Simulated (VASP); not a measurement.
Here is a VASP 6.6.1 calculation.

The input INCAR:

```
SYSTEM = HfBr2
PREC = Accurate
ENCUT = 520
EDIFF = 1E-6
ISMEAR = 0
SIGMA = 0.1
LREAL = .FALSE.
LASPH = .TRUE.
NELM = 100
ALGO = Normal
ISIF = 2
LWAVE = .FALSE.
LCHARG = .TRUE.
GGA = PE
LELF = .TRUE.
LVHAR = .TRUE.
NBANDS = 19
```

Contents of KPOINTS:

```
Automatic mesh
0
G
  12 12 12
  0 0 0
```

Contents of POSCAR:

```
HfBr2
1.0
    0.0000000000      3.3230798876      3.3230798876
    3.3230798876      0.0000000000      3.3230798876
    3.3230798876      3.3230798876      0.0000000000
Hf Br
1 2
Direct
    0.0000000000      0.0000000000      0.0000000000
    0.2500000000      0.2500000000      0.2500000000
    0.7500000000      0.7500000000      0.7500000000
```

Potentials or basis: VASP PAW PBE potentials, release 64 (Hf_pv, Br).

The run is started by

```bash
$ cat potpaw_PBE.64/Hf_pv/POTCAR potpaw_PBE.64/Br/POTCAR > POTCAR
$ mpirun -np 1 vasp_std > vasp.out
```

Q: Predict the band gap on the k mesh.

A: Zero (bands 12 and 13 overlap by 0.62 eV).

Q: Estimate the pressure.

A: -0.4 GPa.

Caveat: spin-orbit coupling is left out, which moves the levels of the heavy elements.
